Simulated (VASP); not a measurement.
Write the native input for VASP 6.6.1 that does the following.

```
Task                   : single point
Functional             : PBE
Potentials or basis    : VASP PAW PBE potentials, release 64 (Cu, P)
Cutoff                 : 520 eV
k mesh                 : 8 × 8 × 8
Occupations            : gaussian, width 0.05 eV
Spin                   : no spin polarisation
Dipole correction      : no
Further INCAR settings : ALGO = Normal; EDIFF = 1e-06; NBANDS = 15
```

The structure of CuP lies in POSCAR:

```
CuP
1.0
    0.0000000000      2.4234318434      2.4234318434
    2.4234318434      0.0000000000      2.4234318434
    2.4234318434      2.4234318434      0.0000000000
Cu P
1 1
Direct
    0.5000000000      0.5000000000      0.5000000000
    0.0000000000      0.0000000000      0.0000000000
```

One way to write it, as run:

INCAR

```
SYSTEM = CuP
ALGO = Normal ; EDIFF = 1E-6
ENCUT = 520 ; GGA = PE
ISIF = 2 ; ISMEAR = 0
LASPH = .TRUE. ; LCHARG = .FALSE.
LREAL = .FALSE. ; LWAVE = .FALSE.
NBANDS = 15 ; NELM = 100
PREC = Accurate ; SIGMA = 0.05
```

KPOINTS

```
k-points
0
G
  8 8 8
  0 0 0
```

Potentials or basis: VASP PAW PBE potentials, release 64 (Cu, P).

Run with:

```bash
$ cat potpaw_PBE.64/Cu/POTCAR potpaw_PBE.64/P/POTCAR > POTCAR
$ mpirun -np 1 vasp_std > vasp.out
```

It gave:

* Pressure: 0.1 GPa
* Band gap on the k mesh: zero (bands 8 and 9 overlap by 4.71 eV)

Run time: 35 s on 1 thread of Intel Xeon 8259CL (shared host), peak memory 0.15 GiB.
